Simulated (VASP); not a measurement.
A run of VASP 6.6.1 is set up as follows.

The input INCAR:

```
PREC = Accurate
ENCUT = 600
EDIFF = 1E-6
ISMEAR = 0
SIGMA = 0.02
LREAL = F
LASPH = T
NELM = 100
ALGO = Normal
ISIF = 3
LWAVE = F
LCHARG = F
GGA = PE
IBRION = 2
NSW = 100
EDIFFG = -0.005
```

The input KPOINTS:

```
Automatic mesh
0
Gamma
  9 9 6
```

The input POSCAR:

```
MgO
1.0
    3.4863778627      0.0000000000      0.0000000000
   -1.7431889314      3.0192917963      0.0000000000
    0.0000000000      0.0000000000      4.1780412200
Mg O
2 2
Direct
    0.6666666700      0.3333333300      0.7500000000
    0.3333333300      0.6666666700      0.2500000000
    0.6666666700      0.3333333300      0.2500000000
    0.3333333300      0.6666666700      0.7500000000
```

Potentials or basis: VASP PAW PBE potentials, release 64 (Mg, O).

Command:

```bash
$ cat potpaw_PBE.64/Mg/POTCAR potpaw_PBE.64/O/POTCAR > POTCAR
$ mpirun -np 1 vasp_std > vasp.out
```

(1) Estimate the relaxed volume.

(2) Estimate the relaxed cell.

(3) Predict the space group after relaxing (to 0.05 Å).

Answers

(1) 11.31 Å³/atom.

(2) a = 3.515 Å, b = 3.515 Å, c = 4.229 Å, α = 90.00°, β = 90.00°, γ = 120.00°.

(3) P6_3/mmc (No. 194).
